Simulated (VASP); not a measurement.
Os: single point with LDA

The system is Os.

```
CELL_PARAMETERS angstrom
2.75221 0.00000 0.00000
-1.37610 2.38348 0.00000
0.00000 0.00000 4.34831
ATOMIC_POSITIONS crystal
Os 0.66667 0.33333 0.75000
Os 0.33333 0.66667 0.25000
```

* Program: VASP 6.6.1
* Task: single point
* Functional: LDA
* Potentials or basis: VASP PAW LDA potentials, release 64 (Os)
* Cutoff: 520 eV
* k mesh: 11 × 11 × 6
* Occupations: fermi-dirac, width 0.05 eV
* Spin: no spin polarisation
* Dipole correction: no
* Further INCAR settings: ALGO = Normal; EDIFF = 1e-07; NBANDS = 15

The pressure is -15.7 GPa and the band gap on the k mesh is zero (bands 8 and 9 overlap by 3.76 eV).

Stress tensor (GPa, compression positive):
```
-15.32   0.00   0.00
  0.00 -15.32   0.00
  0.00   0.00 -16.46
```

Levels at points of the mesh, in eV from the Fermi level:
```csv
k point,band 4,band 5,band 6,band 7,band 8,band 9,band 10,band 11,band 12,band 13
"(0.00, 0.00, 0.00)",-2.92,-2.69,-2.11,-2.11,-1.48,-1.48,0.19,1.68,1.68,8.90
"(0.00, 0.00, 0.50)",-3.42,-3.11,-3.11,-3.11,-3.11,0.90,0.90,0.90,0.90,13.88
```

Wall time 28 s on 1 thread of Intel Xeon 8259CL (shared host), peak memory 0.11 GiB.

Caveat: the cell stands under tension; spin-orbit coupling is left out, which moves the levels of the heavy elements.
